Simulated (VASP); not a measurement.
Set up this calculation in VASP 6.6.1, as the native input.

* Task: single point
* Functional: PBEsol
* Potentials or basis: VASP PAW PBE potentials, release 64 (Pt)
* Cutoff: 520 eV
* k mesh: 22 × 22 × 22
* Occupations: gaussian, width 0.15 eV
* Spin: no spin polarisation
* Dipole correction: no
* Further INCAR settings: ALGO = Fast; EDIFF = 1e-06; NBANDS = 11

The structure of Pt lies in POSCAR:

```
Pt
1.0
   -0.9687003099      1.6891567686      1.6891567686
    1.6891567686     -0.9687003099      1.6891567686
    1.6891567686      1.6891567686     -0.9687003099
Pt
1
Direct
    0.0000000000      0.0000000000      0.0000000000
```

The input as run:

INCAR

```
ALGO     = Fast           # electronic algorithm
EDIFF    = 1E-6           # SCF threshold, eV
ENCUT    = 520            # plane-wave cutoff, eV
GGA      = PS             # functional
ISIF     = 2              # what is computed and relaxed
ISMEAR   = 0              # smearing method
LASPH    = T              # aspherical terms in the spheres
LCHARG   = F              # write CHGCAR
LREAL    = F              # projectors in reciprocal space
LWAVE    = F              # write WAVECAR
NBANDS   = 11             # bands
NELM     = 100            # most SCF steps
PREC     = Accurate       # precision mode
SIGMA    = 0.15           # smearing width, eV
```

KPOINTS

```
k-points
0
Gamma
  22 22 22
```

Potentials or basis: VASP PAW PBE potentials, release 64 (Pt).

Run with:

```console
$ cat potpaw_PBE.64/Pt/POTCAR > POTCAR
$ mpirun -np 1 vasp_std > vasp.out
```

Results of the run:

```yaml
Pressure: 2.7 GPa
Band_gap_on_the_k_mesh: zero (band 5 reaches 11.17 eV, above the bottom of band 6 at 7.82 eV)
```

Caveat: the PAW data sets were made with another functional, which shifts forces and pressure a little; spin-orbit coupling is left out, which moves the levels of the heavy elements.

Run time: 50 s on 1 thread of Intel(R) Xeon(R) 6975P-C (Granite Rapids) (shared host), peak memory 0.28 GiB.
